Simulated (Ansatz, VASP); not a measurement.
Two plane-wave programs on Ta3AlN4

```
Ta Al N
1.0
    -2.18435    2.18435    4.35530
     2.18435   -2.18435    4.35530
     2.18435    2.18435   -4.35530
Ta Al N
3 1 4
Direct
  0.75000 0.25000 0.50000
  0.50000 0.50000 0.00000
  0.25000 0.75000 0.50000
  0.00000 0.00000 0.00000
  0.00000 0.50000 0.50000
  0.77627 0.77627 0.00000
  0.50000 0.00000 0.50000
  0.22373 0.22373 0.00000
```

Alike in both runs: functional PBE; k mesh 6 × 6 × 6; occupations gaussian, width 0.1 eV; no spin polarisation.

Ansatz relaxed the structure, and its values are those at the end. VASP's run is a single point on that final structure, the one shown.

|  | VASP | Ansatz |
| --- | --- | --- |
| version | VASP 6.6.1 | Ansatz 0.2.0 |
| potentials or method | VASP PAW PBE potentials, release 64 (Ta_pv, Al, N), cutoff 520 eV | scalar-relativistic, plane waves, PAW |
| valence electrons in the cell | 56 | 62 |

|  | VASP | Ansatz | Ansatz less VASP |
| --- | --- | --- | --- |
| gap on the k mesh at the Fermi level (eV) | none | none | - |
| pressure (GPa) | 0.5 | 0.0 | -0.52 |
| rms of the force components (eV/Å) | 0.009 | 0.001 | -0.0082 |

A gap of «none» marks a metal or a gap that the smearing closes. VASP's potentials hold 56 valence electrons a cell and Ansatz's 62, so a difference there can come from the potentials and not from the codes.

Spin-orbit coupling is off throughout.
